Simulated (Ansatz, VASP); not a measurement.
**Ba3TaH9: VASP beside Ansatz**

```xyz
13
Lattice="5.7929 0.0000 0.0000 -2.8965 5.0168 0.0000 0.0000 0.0000 7.1459" Properties=species:S:1:pos:R:3 pbc="T T T"
Ba    2.8965    1.6723    5.1517
Ba    0.0000    0.0000    0.0000
Ba    0.0000    3.3446    1.9942
Ta    0.0000    0.0000    3.5730
H     0.0000    1.5530    4.6670
H     1.5515    4.2403    4.6670
H    -1.5515    4.2403    4.6670
H     2.8965    0.0000    0.0000
H    -1.4482    2.5084    0.0000
H     1.4482    2.5084    0.0000
H     2.8965    3.4639    2.4789
H     1.3449    0.7765    2.4789
H     4.4480    0.7765    2.4789
```

Alike in both runs: functional PBE; k mesh 3 × 3 × 2; occupations gaussian, width 0.1 eV; no spin polarisation.

Ansatz relaxed the structure, and its values are those at the end. VASP's run is a single point on that final structure, the one shown.

```csv
,VASP,Ansatz
version,VASP 6.6.1,Ansatz 0.2.0
potentials or method,"VASP PAW PBE potentials, release 64 (Ba_sv, Ta_pv, H), cutoff 520 eV","scalar-relativistic, plane waves, PAW"
valence electrons in the cell,50,52
```

```tsv
	VASP	Ansatz	Ansatz less VASP
gap on the k mesh at the Fermi level (eV)	none	none	-
pressure (GPa)	0.3	-0.1	-0.41
rms of the force components (eV/Å)	0.007	0.003	-0.0044
```

A gap of «none» marks a metal or a gap that the smearing closes. VASP's potentials hold 50 valence electrons a cell and Ansatz's 52, so a difference there can come from the potentials and not from the codes.

The k mesh is coarse, so the values compare programs but aren't converged. Neither program's run includes spin-orbit coupling.
